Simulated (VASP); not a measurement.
The system is MnSb.

```
Sb Mn
1.0
     4.17748    0.00000    0.00000
    -2.08874    3.61781    0.00000
     0.00000    0.00000    5.81828
Sb Mn
2 2
Direct
  0.66667 0.33333 0.75000
  0.33333 0.66667 0.25000
  0.00000 0.00000 0.50000
  0.00000 0.00000 0.00000
```

Base run:

* Program: VASP 6.6.1
* Functional: PBEsol
* Potentials or basis: VASP PAW PBE potentials, release 64 (Sb, Mn_pv)
* Cutoff: 520 eV
* k mesh: 7 × 7 × 5
* Occupations: fermi-dirac, width 0.05 eV
* Spin: collinear spin, ferromagnetic start
* Starting moments: [0.0, 0.0, 4.0, 4.0] μB

Its results: pressure -7.7 GPa; net moment 6.82 μB per cell; site moments Sb -0.13; Mn +3.44 μB.

Task: The run is repeated on the same cell with these changes: functional from PBEsol to LDA; potentials or basis from VASP PAW PBE potentials, release 64 (Sb, Mn_pv) to VASP PAW LDA potentials, release 64 (Sb, Mn_pv). What comes out?

Result: Pressure -11.8 GPa; net moment 6.49 μB per cell; site moments Sb -0.10; Mn +3.25 μB.

Caveats: the cell stands under tension; the run started ferromagnetic, and an antiferromagnetic order may lie lower in energy; the PAW data sets were made with another functional, which shifts forces and pressure a little (at least some runs).
